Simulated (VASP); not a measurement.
Write the native input for VASP 6.6.1 that does the following.

```
Task                   : single point
Functional             : PBE
Potentials or basis    : VASP PAW PBE potentials, release 64 (V_sv)
Cutoff                 : 520 eV
k mesh                 : 18 × 18 × 10
Occupations            : fermi-dirac, width 0.1 eV
Spin                   : no spin polarisation
Dipole correction      : no
Further INCAR settings : ALGO = Normal; EDIFF = 1e-06; NBANDS = 20
```

The structure of V lies in POSCAR:

```
V
1.0
    2.1259719701      0.0000000000      0.0000000000
   -1.0629859850      1.8411457338      0.0000000000
    0.0000000000      0.0000000000      3.8969667262
V
2
Direct
    0.3333333333      0.6666666667      0.2500000000
    0.6666666667      0.3333333333      0.7500000000
```

This cell differs from its parent crystal: volume scaled by 0.55.

These files were run (other wordings do the same):

INCAR

```
  PREC = Accurate
  ENCUT = 520
  EDIFF = 1E-6
  ISMEAR = -1
  SIGMA = 0.1
  LREAL = F
  LASPH = T
  NELM = 100
  ALGO = Normal
  ISIF = 2
  LWAVE = F
  LCHARG = F
  GGA = PE
  NBANDS = 20
```

KPOINTS

```
Automatic mesh
0
Gamma
  18 18 10
```

Potentials or basis: VASP PAW PBE potentials, release 64 (V_sv).

The run is started by

```bash
$ cat potpaw_PBE.64/V_sv/POTCAR > POTCAR
$ mpirun -np 1 vasp_std > vasp.out
```

It gave:

The pressure is 303.9 GPa. The band gap on the k mesh is zero (band 13 reaches 22.21 eV, above the bottom of band 14 at 17.88 eV).

It took 20 s on 1 thread of Intel(R) Xeon(R) 6975P-C (Granite Rapids), with other jobs on the host, peak memory 0.16 GiB.
